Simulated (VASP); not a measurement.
# GaN (I-4m2) in VASP: notebook, part 2 of 2

VASP 6.6.1. Earlier steps stand in the parts before.

## (3) Single point, r2SCAN (strain -0.030 along x and y, +0.000 along z)

Contents of POSCAR:

```
GaN
1.0
    0.0000000000      2.1814686658      2.2489367689
    2.1814686658      0.0000000000      2.2489367689
    2.1814686658      2.1814686658      0.0000000000
Ga N
1 1
Direct
    0.0000000000      0.0000000000      0.0000000000
    0.7500000000      0.7500000000      0.7500000000
```

Contents of INCAR.step1:

```
ALGO = Normal ; EDIFF = 1E-4
ENCUT = 520 ; GGA = PE
ISMEAR = 0 ; LASPH = True
LCHARG = False ; LREAL = False
LWAVE = True ; NBANDS = 16
NELM = 80 ; PREC = Accurate
SIGMA = 0.05
```

Contents of INCAR.step2:

```
ALGO = Normal ; EDIFF = 1E-6
ENCUT = 520 ; ISIF = 2
ISMEAR = 0 ; ISTART = 1
LASPH = True ; LCHARG = True
LELF = True ; LMIXTAU = True
LREAL = False ; LVHAR = True
LWAVE = False ; METAGGA = R2SCAN
NBANDS = 16 ; NELM = 80
PREC = Accurate ; SIGMA = 0.05
```

Contents of KPOINTS:

```
k-points
0
Gamma
  10 10 10
```

Potentials or basis: VASP PAW PBE potentials, release 64 (Ga_d, N).

Started as:

```bash
cat potpaw_PBE.64/Ga_d/POTCAR potpaw_PBE.64/N/POTCAR > POTCAR
cp INCAR.step1 INCAR
mpirun -np 1 vasp_std > vasp.out
cp INCAR.step2 INCAR
mpirun -np 1 vasp_std > vasp.out
```

OUTCAR:

```text
EDIFF = 1E-6
   ENCUT = 520
   ISIF = 2
   ISMEAR = 0
   ISTART = 1
   LASPH = True
   LREAL = False
   METAGGA = R2SCAN
   NELM = 80
   PREC = Accurate

 ion  position               nearest neighbor table
   1  0.000  0.000  0.000-   2 1.91   2 1.91   2 1.91   2 1.91
   2  0.750  0.750  0.750-   1 1.91   1 1.91   1 1.91   1 1.91

  LATTYP: Found a body centered tetragonal cell.
 ALAT       =     3.0850625731
 C/A-ratio  =     1.4579521262

  Lattice vectors:

 A1 = (  -2.1814686658,   0.0000000000,   2.2489367689)
 A2 = (   2.1814686658,   0.0000000000,   2.2489367689)
 A3 = (   0.0000000000,   2.1814686658,  -2.2489367689)

Analysis of symmetry for initial positions (statically):
=====================================================================
 Subroutine PRICEL returns:
 Original cell was already a primitive cell.

 Routine SETGRP: Setting up the symmetry group for a
 body centered tetragonal supercell.

 Subroutine GETGRP returns: Found  8 space group operations
 (whereof  8 operations were pure point group operations)
[... 161 lines left out ...]

  energy without entropy =      -21.82553493  energy(sigma->0) =      -21.82553493

 E-fermi :   6.0999     XC(G=0): -13.0358

 val. band max:        5.8250633553   @ k =   0.0000   0.0000   0.0000
 cond. band min:       8.3366118574   @ k =   0.0000   0.0000   0.0000
 fundamental gap:      2.5115485021
 Fermi energy:         6.0998933617

 k-point     1 :       0.0000    0.0000    0.0000
  band No.  band energies     occupation
      1     -11.5585      2.00000
      2      -8.1556      2.00000
      3      -8.1185      2.00000
      4      -8.1185      2.00000
      5      -7.7043      2.00000
      6      -7.6996      2.00000
[... 433 lines left out ...]
      3      -7.8374      2.00000
      4      -7.8368      2.00000
      5      -7.6347      2.00000
      6      -7.0106      2.00000
[... 8 lines left out ...]
     15      30.1057      0.00000
     16      30.4090      0.00000

 [... further k-points ...]

------------------------ aborting loop because EDIFF is reached ----------------------------------------

  FORCE on cell =-STRESS in cart. coord.  units (eV):
  Direction    XX          YY          ZZ          XY          YZ          ZX
  --------------------------------------------------------------------------------------
  -------------------------------------------------------------------------------------
  Total        2.1629977      2.1629977      1.6186785      0.0000000      0.0000000      0.0000000
  in kB      161.9054393    161.9054393    121.1618743      0.0000000      0.0000000      0.0000000
  external PRESSURE =     148.3242510 kB  Pullay stress =       0.0000000 kB

 VOLUME and BASIS-vectors are now :
 -----------------------------------------------------------------------------
  energy-cutoff  :      520.00
  volume of cell :       21.40
      direct lattice vectors                 reciprocal lattice vectors
     0.000000000  2.181468666  2.248936769    -0.229203384  0.229203384  0.222327282
     2.181468666  0.000000000  2.248936769     0.229203384 -0.229203384  0.222327282
     2.181468666  2.181468666  0.000000000     0.229203384  0.229203384 -0.222327282

 POSITION                                       TOTAL-FORCE (eV/Angst)
 -----------------------------------------------------------------------------------
      0.00000      0.00000      0.00000        -0.000000     -0.000000     -0.000000
      3.27220      3.27220      3.37341         0.000000      0.000000      0.000000
 -----------------------------------------------------------------------------------
    total drift:                               -0.000008     -0.000008     -0.000009

  FREE ENERGIE OF THE ION-ELECTRON SYSTEM (eV)
  ---------------------------------------------------
  free  energy   TOTEN  =       -21.8255349326 eV

  energy  without entropy=      -21.8255349326  energy(sigma->0) =      -21.82553493
```

OUTCAR.step1:

```text
EDIFF = 1E-4
   ENCUT = 520
   GGA = PE
   ISMEAR = 0
   LASPH = True
[... 677 lines left out ...]
 -----------------------------------------------------------------------------------
      0.00000      0.00000      0.00000         0.000000      0.000000      0.000000
      3.27220      3.27220      3.37341        -0.000000     -0.000000     -0.000000
 -----------------------------------------------------------------------------------
    total drift:                                0.000001      0.000001     -0.000002

  FREE ENERGIE OF THE ION-ELECTRON SYSTEM (eV)
  ---------------------------------------------------
  free  energy   TOTEN  =       -12.0255555802 eV

  energy  without entropy=      -12.0255555802  energy(sigma->0) =      -12.02555558
```

OSZICAR.step1:

```text
N       E                     dE             d eps       ncg     rms          rms(c)
DAV:   1     0.803292026214E+02    0.80329E+02   -0.93946E+03  3680   0.206E+03
DAV:   2    -0.868985807146E+01   -0.89019E+02   -0.83471E+02  3696   0.333E+02
DAV:   3    -0.140844969340E+02   -0.53946E+01   -0.53739E+01  3888   0.694E+01
DAV:   4    -0.141414017793E+02   -0.56905E-01   -0.56898E-01  4120   0.752E+00
DAV:   5    -0.141421404508E+02   -0.73867E-03   -0.73866E-03  3976   0.775E-01    0.797E+00
DAV:   6    -0.120200058893E+02    0.21221E+01   -0.48292E+00  4992   0.420E+01    0.268E+00
DAV:   7    -0.120329177486E+02   -0.12912E-01   -0.35921E-01  3664   0.644E+00    0.180E+00
DAV:   8    -0.120290902961E+02    0.38275E-02   -0.47444E-02  3832   0.344E+00    0.690E-01
DAV:   9    -0.120253913000E+02    0.36990E-02   -0.14419E-02  4864   0.299E+00    0.168E-01
DAV:  10    -0.120256431977E+02   -0.25190E-03   -0.15491E-03  4120   0.593E-01    0.682E-02
DAV:  11    -0.120255555802E+02    0.87617E-04   -0.24552E-04  3120   0.242E-01
   1 F= -.12025556E+02 E0= -.12025556E+02  d E =-.352490E-18
```

It took 2.8 min on 1 thread of Intel Xeon 8259CL, shared host; peak memory 0.17 GiB.

Results:

```
Free energy            : -21.8255 eV
Pressure               : 14.8 GPa
Band gap on the k mesh : 2.51 eV
```

Levels at points of the mesh, in eV from the valence-band top:
```
           k point  band 6  band 7  band 8  band 9  band 10  band 11  band 12  band 13
(0.00, 0.00, 0.00)  -13.52   -0.16    0.00    0.00     2.51    11.37    11.37    11.46
(0.50, 0.00, 0.00)  -12.38   -7.67   -1.26   -1.01     5.56     9.75    11.10    11.56
(0.50, 0.50, 0.00)  -12.13   -6.80   -2.92   -2.92     3.90     7.96    12.74    15.76
(0.50, 0.00, 0.50)  -11.96   -6.44   -3.18   -3.15     3.67     7.42    13.23    15.18
```

Caveat: the cell differs from its parent crystal (strain -0.030 along x and y, +0.000 along z); the cell stands under pressure; the PAW data sets were made with another functional, which shifts forces and pressure a little.

## (4) Single point, r2SCAN (strain -0.015 along x and y, -0.030 along z)

Contents of POSCAR:

```
GaN
1.0
    0.0000000000      2.2152027174      2.1814686658
    2.2152027174      0.0000000000      2.1814686658
    2.2152027174      2.2152027174      0.0000000000
Ga N
1 1
Direct
    0.0000000000      0.0000000000      0.0000000000
    0.7500000000      0.7500000000      0.7500000000
```

Contents of INCAR.step1:

```
SYSTEM = GaN
  PREC = Accurate
  ENCUT = 520
  ISMEAR = 0
  SIGMA = 0.05
  LREAL = .False.
  LASPH = .True.
  NELM = 100
  NBANDS = 16
  GGA = PE
  ALGO = Normal
  EDIFF = 1E-4
  LWAVE = .True.
  LCHARG = .False.
```

Contents of INCAR.step2:

```
SYSTEM = GaN
  PREC = Accurate
  ENCUT = 520
  EDIFF = 1E-7
  ISMEAR = 0
  SIGMA = 0.05
  LREAL = .False.
  LASPH = .True.
  NELM = 100
  ALGO = Normal
  ISIF = 2
  LWAVE = .False.
  LCHARG = .False.
  METAGGA = R2SCAN
  LMIXTAU = .True.
  NBANDS = 16
  ISTART = 1
```

Contents of KPOINTS:

```
regular mesh
0
Gamma
  10 10 10
  0 0 0
```

Started as:

```bash
cat potpaw_PBE.64/Ga_d/POTCAR potpaw_PBE.64/N/POTCAR > POTCAR
cp INCAR.step1 INCAR
mpirun -np 1 vasp_std > vasp.out
cp INCAR.step2 INCAR
mpirun -np 1 vasp_std > vasp.out
```

Wall time 2.9 min (1 thread of Intel Xeon 8259CL, shared host); peak memory 0.17 GiB.

Results (log left out):

| Property | Result |
| --- | --- |
| Free energy | -21.8301 eV |
| Pressure | 14.8 GPa |
| Band gap on the k mesh | 2.52 eV |

Stress tensor (GPa, compression positive):
```
14.23  0.00  0.00
 0.00 14.23  0.00
 0.00  0.00 16.04
```

Levels at points of the mesh, in eV from the valence-band top:
```
           k point  band 7  band 8  band 9  band 10  band 11  band 12
(0.00, 0.00, 0.00)   -0.07   -0.07    0.00     2.52    11.37    11.41
(0.50, 0.00, 0.00)   -7.67   -1.19   -1.07     5.59     9.75    11.18
(0.50, 0.50, 0.00)   -6.44   -3.16   -3.16     3.67     7.42    13.24
(0.50, 0.00, 0.50)   -6.62   -3.05   -3.03     3.78     7.69    12.98
```

Caveat: the cell differs from its parent crystal (strain -0.015 along x and y, -0.030 along z); the cell stands under pressure; the PAW data sets were made with another functional, which shifts forces and pressure a little.

## (5) Single point, r2SCAN (strain -0.030 along x and y, +0.015 along z)

Contents of POSCAR:

```
GaN
1.0
    0.0000000000      2.1814686658      2.2826708204
    2.1814686658      0.0000000000      2.2826708204
    2.1814686658      2.1814686658      0.0000000000
Ga N
1 1
Direct
    0.0000000000      0.0000000000      0.0000000000
    0.7500000000      0.7500000000      0.7500000000
```

Contents of INCAR.step1:

```
PREC = Accurate ; ENCUT = 520
ISMEAR = 0 ; SIGMA = 0.05
LREAL = False ; LASPH = True
NELM = 100 ; NBANDS = 16
GGA = PE ; ALGO = Normal
EDIFF = 1E-4 ; LWAVE = True
LCHARG = False
```

Contents of INCAR.step2:

```
PREC = Accurate ; ENCUT = 520
EDIFF = 1E-7 ; ISMEAR = 0
SIGMA = 0.05 ; LREAL = False
LASPH = True ; NELM = 100
ALGO = Normal ; ISIF = 2
LWAVE = False ; LCHARG = True
METAGGA = R2SCAN ; LMIXTAU = True
LELF = True ; LVHAR = True
NBANDS = 16 ; ISTART = 1
```

Contents of KPOINTS:

```
regular mesh
0
Gamma
  10 10 10
```

Started as:

```bash
cat potpaw_PBE.64/Ga_d/POTCAR potpaw_PBE.64/N/POTCAR > POTCAR
cp INCAR.step1 INCAR
mpirun -np 1 vasp_std > vasp.out
cp INCAR.step2 INCAR
mpirun -np 1 vasp_std > vasp.out
```

Run time: 3 min. Hardware: 1 thread of Intel Xeon 8259CL, shared host; peak memory 0.17 GiB.

The run converged. Its results:

| Item | Value |
| --- | --- |
| Free energy | -21.8448 eV |
| Pressure | 11.0 GPa |
| Band gap on the k mesh | 2.38 eV |

Stress tensor (GPa, compression positive):
```
13.15  0.00  0.00
 0.00 13.15  0.00
 0.00  0.00  6.83
```

Levels at points of the mesh, in eV from the valence-band top:
```tsv
k point	band 7	band 8	band 9	band 10	band 11	band 12
(0.00, 0.00, 0.00)	-0.24	0.00	0.00	2.38	11.24	11.24
(0.50, 0.00, 0.00)	-7.59	-1.33	-0.96	5.39	9.65	10.92
(0.50, 0.50, 0.00)	-6.86	-2.80	-2.80	3.95	8.00	12.44
(0.50, 0.00, 0.50)	-6.34	-3.18	-3.15	3.61	7.22	13.14
```

Caveat: the cell differs from its parent crystal (strain -0.030 along x and y, +0.015 along z); the stress differs along the axes, from 7 to 13 GPa; the PAW data sets were made with another functional, which shifts forces and pressure a little.

## (6) The runs side by side

```tsv
cell	gap on the mesh (eV)	pressure (GPa)
a = 3.109, b = 3.109, c = 3.085 Å, angles 60.3, 60.3, 59.5°, 2 atoms	2.64	18.9
a = 3.133, b = 3.133, c = 3.085 Å, angles 60.5, 60.5, 59.0°, 2 atoms	2.51	14.8
a = 3.109, b = 3.109, c = 3.133 Å, angles 59.7, 59.7, 60.5°, 2 atoms	2.52	14.8
a = 3.157, b = 3.157, c = 3.085 Å, angles 60.8, 60.8, 58.5°, 2 atoms	2.38	11.0
```

Alike in all rows: task single point; level r2SCAN; potentials or basis VASP PAW PBE potentials, release 64 (Ga_d, N); no spin polarisation; k mesh 10 × 10 × 10; cutoff (eV) 520; smearing gaussian 0.05 eV.

Caveats: the PAW data sets were made with another functional, which shifts forces and pressure a little; the cell stands under pressure (at least some runs); the stress differs along the axes, from 7 to 13 GPa (at least some runs).

Absolute energies hang on the potentials; compare differences alone.
